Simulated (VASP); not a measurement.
# MgO: single point with r2SCAN

MgO:

```
Mg O
1.0
     2.62335    0.00000    0.00000
     0.00000    2.62335    0.00000
     0.00000    0.00000    2.62335
Mg O
1 1
Direct
  0.00000 0.00000 0.00000
  0.50000 0.50000 0.50000
```

```
Program                : VASP 6.6.1
Task                   : single point
Functional             : r2SCAN
Potentials or basis    : VASP PAW PBE potentials, release 64 (Mg, O)
Cutoff                 : 520 eV
k mesh                 : 8 × 8 × 8
Occupations            : gaussian, width 0.01 eV
Spin                   : no spin polarisation
Dipole correction      : no
Further INCAR settings : ALGO = Normal; EDIFF = 1e-06; NBANDS = 11
```

* Pressure: -1.2 GPa
* Band gap on the k mesh: 3.45 eV (least direct gap 4.51 eV)

Levels at points of the mesh, in eV from the valence-band top:
```
           k point  band 1  band 2  band 3  band 4  band 5  band 6  band 7  band 8
(0.00, 0.00, 0.00)  -19.58   -1.06   -1.06   -1.06    3.45   11.46   11.46   21.89
(0.50, 0.00, 0.00)  -18.37   -6.61   -0.59   -0.59    8.01   10.63   15.80   18.55
(0.50, 0.50, 0.00)  -17.48   -4.85   -4.85    0.00    5.88   13.46   13.46   14.45
(0.50, 0.50, 0.50)  -16.61   -3.79   -3.79   -3.79    8.41    8.41    8.41   17.92
```

Run time: 17 s on 1 thread of Intel(R) Xeon(R) Platinum 8488C (Sapphire Rapids), with other jobs on the host, peak memory 0.12 GiB.

Caveat: the PAW data sets were made with another functional, which shifts forces and pressure a little. A k mesh can miss the band edges.
